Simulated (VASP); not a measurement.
Runs of VASP 6.6.1 on InAs. The structure is that of space group F-43m (No. 216), or close to it. The cells are those of the table. 

```tsv
cell	k mesh	cutoff (eV)	gap on the mesh (eV)	pressure (GPa)
a = 3.954 Å, angles 60.0°, 2 atoms	14 × 14 × 14	520	0.99	30.2
a = 4.199 Å, angles 60.0°, 2 atoms	12 × 12 × 12	520	0.09	(a)
a = 4.318 Å, angles 60.0°, 2 atoms	6 × 6 × 6	500	none	2.2
a = 4.376 Å, angles 60.0°, 2 atoms	12 × 12 × 12	520	none	0.0
a = 4.485 Å, angles 60.0°, 2 atoms	12 × 12 × 12	520	none	-3.0
a = 3.776 Å, angles 60.0°, 2 atoms	14 × 14 × 14	520	0.68	(b)
a = 4.099 Å, angles 60.0°, 2 atoms	12 × 12 × 12	520	0.46	15.1
a = 4.297 Å, angles 60.0°, 2 atoms	12 × 12 × 12	520	none	3.0
```

Alike in all rows: task single point; level PBE; potentials or basis VASP PAW PBE potentials, release 64 (In_d, As); no spin polarisation; smearing gaussian 0.1 eV.

Estimate the missing entries.

(a) 8.1; (b) 60.3.

Caveats: spin-orbit coupling is left out, which moves the levels of the heavy elements.

A k mesh can miss the band edges, and the runs leave out spin-orbit coupling on As, In.

A gap of «none» marks levels without a gap at the run's occupations.
